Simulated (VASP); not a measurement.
# MnSi (P2_13) in VASP: single point with LDA

Aim: the single point of MnSi with LDA.

All numbers are computed with VASP 6.6.1; they aren't measurements. Logs are shortened: lines on timing, memory, paths and dates and some standing lists are left out, and cuts for length are marked.

**1. The cell of the first run**

It takes space group P2_13 (No. 198, cubic). Conventional cell: a = 4.400 Å, b = 4.400 Å, c = 4.400 Å, α = 90.00°, β = 90.00°, γ = 90.00°. Mn (site symmetry 3) has 7 Si at 2.23 to 2.45 Å and 6 Mn at 2.70 Å within 2.9 Å. Within 2.9 Å of Si (site symmetry 3) lie 7 Mn at 2.23 to 2.45 Å and 6 Si at 2.72 Å.

**2. Single point, LDA, collinear spin, ferromagnetic start**

Contents of INCAR:

```
SYSTEM = MnSi
  ALGO = Normal
  EDIFF = 1E-7
  ENCUT = 520
  ISIF = 2
  ISMEAR = -1
  ISPIN = 2
  LASPH = .TRUE.
  LCHARG = .FALSE.
  LMAXMIX = 4
  LORBIT = 11
  LREAL = .FALSE.
  LWAVE = .FALSE.
  MAGMOM = 1 1 1 1 0 0 0 0
  NBANDS = 48
  NELM = 150
  PREC = Accurate
  SIGMA = 0.03
```

Contents of KPOINTS:

```
k-points
0
G
  8 8 8
  0 0 0
```

Contents of POSCAR:

```
MnSi
1.0
    4.4000000000      0.0000000000      0.0000000000
    0.0000000000      4.4000000000      0.0000000000
    0.0000000000      0.0000000000      4.4000000000
Mn Si
4 4
Direct
    0.1379267017      0.1379267017      0.1379267017
    0.6379267017      0.3620732983      0.8620732983
    0.8620732983      0.6379267017      0.3620732983
    0.3620732983      0.8620732983      0.6379267017
    0.8456609776      0.8456609776      0.8456609776
    1.3456609776     -0.3456609776      0.1543390224
    0.1543390224      1.3456609776     -0.3456609776
   -0.3456609776      0.1543390224      1.3456609776
```

Potentials or basis: VASP PAW LDA potentials, release 64 (Mn_pv, Si).

Run with:

```sh
$ cat potpaw_LDA.64/Mn_pv/POTCAR potpaw_LDA.64/Si/POTCAR > POTCAR
$ mpirun -np 1 vasp_std > vasp.out
```

OUTCAR:

```text
SYSTEM = MnSi
   EDIFF = 1E-7
   ENCUT = 520
   ISIF = 2
   ISMEAR = -1
   ISPIN = 2
   LASPH = .TRUE.
   LORBIT = 11
   LREAL = .FALSE.
   NELM = 150
   PREC = Accurate

 ion  position               nearest neighbor table
   1  0.138  0.138  0.138-   5 2.23   6 2.32   7 2.32   8 2.32   6 2.45   7 2.45   8 2.45   3 2.70
                             4 2.70   2 2.70   4 2.70   3 2.70   2 2.70
   2  0.638  0.362  0.862-   6 2.23   5 2.32   7 2.32   8 2.32   7 2.45   8 2.45   5 2.45   1 2.70
                             3 2.70   3 2.70   4 2.70   4 2.70   1 2.70
   3  0.862  0.638  0.362-   7 2.23   6 2.32   5 2.32   8 2.32   8 2.45   5 2.45   6 2.45   1 2.70
                             2 2.70   2 2.70   1 2.70   4 2.70   4 2.70
   4  0.362  0.862  0.638-   8 2.23   6 2.32   7 2.32   5 2.32   6 2.45   7 2.45   5 2.45   1 2.70
                             1 2.70   2 2.70   2 2.70   3 2.70   3 2.70
   5  0.846  0.846  0.846-   1 2.23   2 2.32   3 2.32   4 2.32   2 2.45   3 2.45   4 2.45   6 2.72
                             7 2.72   8 2.72   8 2.72   7 2.72   6 2.72
   6  0.346  0.654  0.154-   2 2.23   1 2.32   3 2.32   4 2.32   3 2.45   4 2.45   1 2.45   8 2.72
                             5 2.72   7 2.72   7 2.72   8 2.72   5 2.72
   7  0.154  0.346  0.654-   3 2.23   2 2.32   1 2.32   4 2.32   4 2.45   1 2.45   2 2.45   8 2.72
                             5 2.72   6 2.72   5 2.72   6 2.72   8 2.72
   8  0.654  0.154  0.346-   4 2.23   2 2.32   3 2.32   1 2.32   2 2.45   3 2.45   1 2.45   7 2.72
                             5 2.72   5 2.72   6 2.72   6 2.72   7 2.72

  LATTYP: Found a simple cubic cell.
 ALAT       =     4.4000000000

  Lattice vectors:

 A1 = (   4.4000000000,   0.0000000000,   0.0000000000)
 A2 = (   0.0000000000,   4.4000000000,   0.0000000000)
 A3 = (   0.0000000000,   0.0000000000,   4.4000000000)

Analysis of symmetry for initial positions (statically):
=====================================================================
 Subroutine PRICEL returns:
 Original cell was already a primitive cell.

 Routine SETGRP: Setting up the symmetry group for a
 simple cubic supercell.

 Subroutine GETGRP returns: Found 12 space group operations
 (whereof  3 operations were pure point group operations)
 out of a pool of 48 trial point group operations.

The static configuration has the point symmetry C_3 .
 The point group associated with its full space group is T   .

Analysis of symmetry for dynamics (positions and initial velocities):
=====================================================================
 Subroutine PRICEL returns:
 Original cell was already a primitive cell.

 Routine SETGRP: Setting up the symmetry group for a
 simple cubic supercell.

 Subroutine GETGRP returns: Found 12 space group operations
 (whereof  3 operations were pure point group operations)
 out of a pool of 48 trial point group operations.

The dynamic configuration has the point symmetry C_3 .
 The point group associated with its full space group is T   .

Analysis of structural, dynamic, and magnetic symmetry:
=====================================================================
 Subroutine PRICEL returns:
 Original cell was already a primitive cell.

 Routine SETGRP: Setting up the symmetry group for a
 simple cubic supercell.

 Subroutine GETGRP returns: Found 12 space group operations
 (whereof  3 operations were pure point group operations)
 out of a pool of 48 trial point group operations.

The overall configuration has the point symmetry C_3 .
 The point group associated with its full space group is T   .

 Subroutine INISYM returns: Found 12 space group operations
 (whereof  3 operations are pure point group operations),
 and found     1 'primitive' translations

----------------------------------------------------------------------------------------

                                     Primitive cell

  volume of cell :      85.1840

  direct lattice vectors                    reciprocal lattice vectors
     4.400000000  0.000000000  0.000000000     0.227272727  0.000000000  0.000000000
     0.000000000  4.400000000  0.000000000     0.000000000  0.227272727  0.000000000
     0.000000000  0.000000000  4.400000000     0.000000000  0.000000000  0.227272727

  length of vectors
     4.400000000  4.400000000  4.400000000     0.227272727  0.227272727  0.227272727

  position of ions in fractional coordinates (direct lattice)
     0.137926702  0.137926702  0.137926702
     0.637926702  0.362073298  0.862073298
     0.862073298  0.637926702  0.362073298
     0.362073298  0.862073298  0.637926702
[... 79 lines left out ...]
   ISTART =      0    job   : 0-new  1-cont  2-samecut
   ICHARG =      2    charge: 1-file 2-atom 10-const
   ISPIN  =      2    spin polarized calculation?
   LNONCOLLINEAR =      F non collinear calculations
   LSORBIT =      F    spin-orbit coupling
   LASPH  =      T    aspherical Exc in radial PAW
   ENCUT  =  520.0 eV  38.22 Ry    6.18 a.u.   8.18  8.18  8.18*2*pi/ulx,y,z
   NELM   =    150;   NELMIN=  2; NELMDL= -5     # of ELM steps
   EDIFF  = 0.1E-06   stopping-criterion for ELM
   LREAL  =      F    real-space projection
   EDIFFG = 0.1E-05   stopping-criterion for IOM
   NSW    =      0    number of steps for IOM
   IBRION =     -1    ionic relax: 0-MD 1-quasi-New 2-CG
   NFREE  =      0    steps in history (QN), initial steepest desc. (CG)
   ISIF   =      2    stress and relaxation
   ISYM   =      2    0-nonsym 1-usesym 2-fastsym
   POTIM  = 0.5000    time-step for ionic-motion
   TEBEG  =    0.0;   TEEND  =   0.0 temperature during run
   PSTRESS=    0.0 pullay stress
   NELECT =      68.0000    total number of electrons
   NUPDOWN=      -1.0000    fix difference up-down
   EMIN   =  10.00;   EMAX   =-10.00  energy-range for DOS
   EFERMI =   0.00;   METHOD = LEGACY
   ISMEAR =    -1;   SIGMA  =   0.03  broadening in eV -4-tet -1-fermi 0-gaus
   EFERMI_NEDOS =   21; number of points for ismear=-14 and -15
   IALGO  =     38    algorithm
   IMIX   =      4    mixing-type and parameters
     AMIX     =   0.40;   BMIX     =  1.00
     AMIX_MAG =   1.60;   BMIX_MAG =  1.00
  volume/ion in A,a.u.               =      10.65        71.86
  Fermi-wavevector in a.u.,A,eV,Ry     =   1.518653  2.869837 31.379197  2.306306
  Thomas-Fermi vector in A             =   2.627744
   LORBIT       =     11    0 simple, 1 ext, 2 COOP (PROOUT), +10 PAW based schemes
   GGA     = CA    functional components
   LHFCALC =     F    Hartree Fock is set to
   AEXX    =    0.0000 exact exchange contribution
   IVDW    =     0    specifies the selected vdW correction
   LEPSILON=     F    determine dielectric tensor
   LRPA    =     F    only Hartree local field effects (RPA)
 spin polarized calculation
  energy-cutoff  :      520.00
  volume of cell :       85.18
 maximum number of plane-waves:      2320
 NGX is ok and might be reduce to    36
   NGX = 17   NGY = 17   NGZ = 17

 number of electron      67.9999968 magnetization       1.5380699

 Free energy of the ion-electron system (eV)
  ---------------------------------------------------
  ext. energy  EPLUGINS =         0.00000000
  ---------------------------------------------------
  free energy    TOTEN  =       -68.76011867 eV

  energy without entropy =      -68.73861624  energy(sigma->0) =      -68.74936746

 E-fermi :  12.0736     XC(G=0): -13.4379

 val. band max:       12.0686457675   @ k =  -0.2500   0.3750   0.1250
 cond. band min:      12.0818548531   @ k =   0.5000   0.5000   0.3750
 fundamental gap:      0.0132090856
 Fermi energy:        12.0735511334

 spin component 1

 k-point     1 :       0.0000    0.0000    0.0000
  band No.  band energies     occupation
      1     -35.5026      1.00000
      2     -35.5026      1.00000
      3     -35.5026      1.00000
      4     -35.4279      1.00000
      5     -35.4279      1.00000
      6     -35.4279      1.00000
[... 1165 lines left out ...]
     45      16.9124      0.00000
     46      17.6464      0.00000

 [... further k-points ...]

 spin component 2

 k-point     1 :       0.0000    0.0000    0.0000
  band No.  band energies     occupation
      1     -35.1069      1.00000
      2     -35.1069      1.00000
      3     -35.1069      1.00000
      4     -35.0738      1.00000
      5     -35.0738      1.00000
      6     -35.0738      1.00000
[... 1165 lines left out ...]
     45      17.0770      0.00000
     46      17.7813      0.00000

 [... further k-points ...]

 [bands above 46 left out]

------------------------ aborting loop because EDIFF is reached ----------------------------------------

  FORCE on cell =-STRESS in cart. coord.  units (eV):
  Direction    XX          YY          ZZ          XY          YZ          ZX
  --------------------------------------------------------------------------------------
  -------------------------------------------------------------------------------------
  Total        2.3171793      2.3171793      2.3171793     -0.0000000      0.0000000      0.0000000
  in kB       43.5825063     43.5825063     43.5825063     -0.0000000      0.0000000      0.0000000
  external PRESSURE =      43.5825063 kB  Pullay stress =       0.0000000 kB

 VOLUME and BASIS-vectors are now :
 -----------------------------------------------------------------------------
  energy-cutoff  :      520.00
  volume of cell :       85.18
      direct lattice vectors                 reciprocal lattice vectors
     4.400000000  0.000000000  0.000000000     0.227272727  0.000000000  0.000000000
     0.000000000  4.400000000  0.000000000     0.000000000  0.227272727  0.000000000
     0.000000000  0.000000000  4.400000000     0.000000000  0.000000000  0.227272727

 POSITION                                       TOTAL-FORCE (eV/Angst)
 -----------------------------------------------------------------------------------
      0.60688      0.60688      0.60688         0.016022      0.016022      0.016022
      2.80688      1.59312      3.79312         0.016022     -0.016022     -0.016022
      3.79312      2.80688      1.59312        -0.016022      0.016022     -0.016022
      1.59312      3.79312      2.80688        -0.016022     -0.016022      0.016022
      3.72091      3.72091      3.72091         0.001862      0.001862      0.001862
      1.52091      2.87909      0.67909         0.001862     -0.001862     -0.001862
      0.67909      1.52091      2.87909        -0.001862      0.001862     -0.001862
      2.87909      0.67909      1.52091        -0.001862     -0.001862      0.001862
 -----------------------------------------------------------------------------------
    total drift:                                0.000000      0.000000      0.000000

  FREE ENERGIE OF THE ION-ELECTRON SYSTEM (eV)
  ---------------------------------------------------
  free  energy   TOTEN  =       -68.7601186725 eV

  energy  without entropy=      -68.7386162437  energy(sigma->0) =      -68.74936746

 total charge

# of ion       s       p       d       tot
------------------------------------------
    1        0.362   6.437   5.411  12.210
    2        0.362   6.437   5.411  12.210
    3        0.362   6.437   5.411  12.210
    4        0.362   6.437   5.411  12.210
    5        0.752   0.963   0.000   1.715
    6        0.752   0.963   0.000   1.715
    7        0.752   0.963   0.000   1.715
    8        0.752   0.963   0.000   1.715
--------------------------------------------------
tot          4.459  29.599  21.642  55.701

 magnetization (x)

# of ion       s       p       d       tot
------------------------------------------
    1       -0.000   0.002   0.393   0.394
    2       -0.000   0.002   0.393   0.394
    3       -0.000   0.002   0.393   0.394
    4       -0.000   0.002   0.393   0.394
    5       -0.004  -0.010   0.000  -0.014
    6       -0.004  -0.010   0.000  -0.014
    7       -0.004  -0.010   0.000  -0.014
    8       -0.004  -0.010   0.000  -0.014
--------------------------------------------------
tot         -0.015  -0.033   1.572   1.524
```

Wall time 2.3 min (1 thread of Intel Xeon 6975P-C (Granite Rapids), shared host); peak memory 0.34 GiB.

What came out:

```yaml
Free_energy: -68.7601 eV
Pressure: 4.4 GPa
Largest_force: 0.028 eV/Å
Net_moment: 1.54 μB per cell
Site_moments: Mn +0.39; Si -0.01 μB
Valence_electrons_inside_the_program's_atomic_spheres: Mn 12.21; Si 1.72
```

Forces on the atoms (eV/Å):
```
Mn   0.016  0.016  0.016
Mn   0.016 -0.016 -0.016
Mn  -0.016  0.016 -0.016
Mn  -0.016 -0.016  0.016
Si   0.002  0.002  0.002
Si   0.002 -0.002 -0.002
Si  -0.002  0.002 -0.002
Si  -0.002 -0.002  0.002
```
